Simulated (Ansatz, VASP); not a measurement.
## IrPt2 in VASP and in Ansatz

File POSCAR:

```
IrPt2
1.0
    2.7698861523      0.0000000000      0.0000000000
    0.0000000000      2.7698861523      0.0000000000
    0.0000000000      0.0000000000     11.9363001852
Ir Pt
2 4
Direct
    0.0000000000      0.5000000000      0.9233221129
    0.5000000000      0.0000000000      0.0766778871
    0.0000000000      0.5000000000      0.5856956118
    0.5000000000      0.0000000000      0.4143043882
    0.0000000000      0.5000000000      0.2419348966
    0.5000000000      0.0000000000      0.7580651034
```

File INCAR.step1:

```
  PREC = Accurate
  ENCUT = 520
  ISMEAR = 0
  SIGMA = 0.1
  LREAL = False
  LASPH = True
  NELM = 100
  NBANDS = 38
  GGA = PE
  ALGO = Normal
  EDIFF = 1E-4
  LWAVE = True
  LCHARG = False
```

Contents of INCAR.step2:

```
  PREC = Accurate
  ENCUT = 520
  EDIFF = 1E-6
  ISMEAR = 0
  SIGMA = 0.1
  LREAL = False
  LASPH = True
  NELM = 100
  ALGO = Normal
  ISIF = 2
  LWAVE = False
  LCHARG = False
  METAGGA = R2SCAN
  LMIXTAU = True
  NBANDS = 38
  ISTART = 1
```

The input KPOINTS:

```
regular mesh
0
Gamma
  12 12 4
```

Input for Ansatz:

```yaml
crystal:
  lattice:
    - [2.7698861523, 0.0, 0.0]
    - [0.0, 2.7698861523, 0.0]
    - [0.0, 0.0, 11.9363001852]
  atoms:
    - { symbol: Ir, position: [0.0, 0.5, 0.9233221129] }
    - { symbol: Ir, position: [0.5, 0.0, 0.0766778871] }
    - { symbol: Pt, position: [0.0, 0.5, 0.5856956118] }
    - { symbol: Pt, position: [0.5, 0.0, 0.4143043882] }
    - { symbol: Pt, position: [0.0, 0.5, 0.2419348966] }
    - { symbol: Pt, position: [0.5, 0.0, 0.7580651034] }
basis:
  ecutwfc: 500
kpoints:
  mp_grid: { grid: [12, 12, 4] }
  band_path:
    path:
      - [[0.0, 0.0, 0.0], [0.0, 0.5, 0.0], [0.5, 0.5, 0.0], [0.0, 0.0, 0.0], [0.0, 0.0, 0.5], [0.0, 0.5, 0.5], [0.5, 0.5, 0.5], [0.0, 0.0, 0.5]]
      - [[0.0, 0.5, 0.0], [0.0, 0.5, 0.5]]
      - [[0.5, 0.5, 0.0], [0.5, 0.5, 0.5]]
    npoints: 14
hamiltonian:
  xc: r2scan
scf:
  occupations: { method: gaussian, width: 0.1 }
  n_extra_bands: 15
output:
  forces: true
  stress: true
  eigenvalues: true
  populations: true
  dos: { projected: true, de: 0.02, nscf_kmesh: { grid: [15, 15, 5] } }
  bader: true
  write_density: true
  write_potential: true
  elf: true
  volumetric_format: npy
```

Alike in both runs: task single point; functional r2SCAN; k mesh 12 × 12 × 4; occupations gaussian, width 0.1 eV; no spin polarisation.

|  | VASP | Ansatz |
| --- | --- | --- |
| version | VASP 6.6.1 | Ansatz 0.2.0 |
| potentials or method | VASP PAW PBE potentials, release 64 (Ir, Pt), cutoff 520 eV | scalar-relativistic, plane waves, PAW |
| valence electrons in the cell | 58 | 106 |

|  | VASP | Ansatz | Ansatz less VASP |
| --- | --- | --- | --- |
| gap on the k mesh at the Fermi level (eV) | none | none | - |
| pressure (GPa) | -5.2 | -6.3 | -1.12 |
| traceless stress, the component that is largest in VASP (GPa) | 0.19 | 0.20 | +0.009 |
| rms of the force components (eV/Å) | 0.008 | 0.039 | +0.0306 |

VASP's potentials were made for PBE, not for r2SCAN. Atom by atom the forces differ by 0.032 eV/Å (rms over components). A gap of «none» marks a metal or a gap that the smearing closes. VASP's potentials hold 58 valence electrons a cell and Ansatz's 106, so a difference there can come from the potentials and not from the codes.

Neither program's run includes spin-orbit coupling.
